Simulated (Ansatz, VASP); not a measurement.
## Two plane-wave programs on BP

```
P B
1.0
     0.00000    2.23833    2.23833
     2.23833    0.00000    2.23833
     2.23833    2.23833    0.00000
P B
1 1
Direct
  0.75000 0.75000 0.75000
  0.00000 0.00000 0.00000
```

Alike in both runs: task single point; functional b88 exchange, pbe correlation; k mesh 10 × 10 × 10; occupations fermi-dirac, width 0.05 eV; no spin polarisation.

|  | VASP | Ansatz |
| --- | --- | --- |
| version | VASP 6.6.1 | Ansatz 0.2.0 |
| potentials or method | VASP PAW PBE potentials, release 64 (P, B) | Ansatz PAW |
| plane-wave cutoff (eV) | 500 | 420 |
| valence electrons in the cell | 8 | 8 |

Ansatz gave:

| Item | Value |
| --- | --- |
| gap on the k mesh at the Fermi level (eV) | 1.19 |
| least direct gap on the mesh (eV) | 3.48 |
| pressure (GPa) | 8.8 |

Q: What did VASP give for the same quantities?

A: gap on the k mesh at the Fermi level (eV): 1.19; least direct gap on the mesh (eV): 3.48; pressure (GPa): 8.5.

VASP's potentials were made for PBE, not for b88 exchange, pbe correlation.
